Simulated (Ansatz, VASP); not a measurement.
# One calculation of Zn, two programs

Contents of INCAR:

```
SYSTEM = Zn
ALGO = Fast
EDIFF = 1E-6
ENCUT = 520
GGA = CA
ISIF = 2
ISMEAR = 0
LASPH = .TRUE.
LCHARG = .FALSE.
LREAL = .FALSE.
LWAVE = .FALSE.
NBANDS = 19
NELM = 80
PREC = Accurate
SIGMA = 0.15
```

Contents of KPOINTS:

```
k-points
0
G
  21 21 10
  0 0 0
```

File POSCAR:

```
Zn
1.0
    2.7447419948      0.0000000000      0.0000000000
   -1.3723709974      2.3770162943      0.0000000000
    0.0000000000      0.0000000000      4.9467000000
Zn
2
Direct
    0.3333333333      0.6666666667      0.2500000000
    0.6666666667      0.3333333333      0.7500000000
```

Input for Ansatz:

```yaml
crystal:
  lattice:
    - [2.7447419948, 0.0, 0.0]
    - [-1.3723709974, 2.3770162943, 0.0]
    - [0.0, 0.0, 4.9467]
  atoms:
    - { symbol: Zn, position: [0.3333333333, 0.6666666667, 0.25] }
    - { symbol: Zn, position: [0.6666666667, 0.3333333333, 0.75] }
basis:
  ecutwfc: 420
kpoints:
  mp_grid: { grid: [21, 21, 10] }
hamiltonian:
  xc: lda
scf:
  occupations: { method: gaussian, width: 0.15 }
output:
  forces: true
  stress: true
  eigenvalues: true
```

Change from the starting cell: strain +0.0300 x Voigt [1, 1, 0, 0, 0, 0], atoms carried along.

Alike in both runs: task single point; functional LDA; k mesh 21 × 21 × 10; occupations gaussian, width 0.15 eV; no spin polarisation.

```csv
,VASP,Ansatz
version,VASP 6.6.1,Ansatz 0.2.0
potentials or method,"VASP PAW LDA potentials, release 64 (Zn), cutoff 520 eV","scalar-relativistic, plane waves, PAW"
valence electrons in the cell,24,24
```

Ansatz gave:

```
gap on the k mesh at the Fermi level (eV)                     : none
pressure (GPa)                                                : -11.6
traceless stress, the component that is largest in VASP (GPa) : 2.51
```

What did VASP give for the same quantities?

gap on the k mesh at the Fermi level (eV): none; pressure (GPa): -11.1; traceless stress, the component that is largest in VASP (GPa): 2.42.

LDA's correlation is that of Perdew and Zunger in VASP and of Perdew and Wang (1992) in Ansatz. A gap of «none» marks a metal or a gap that the smearing closes.
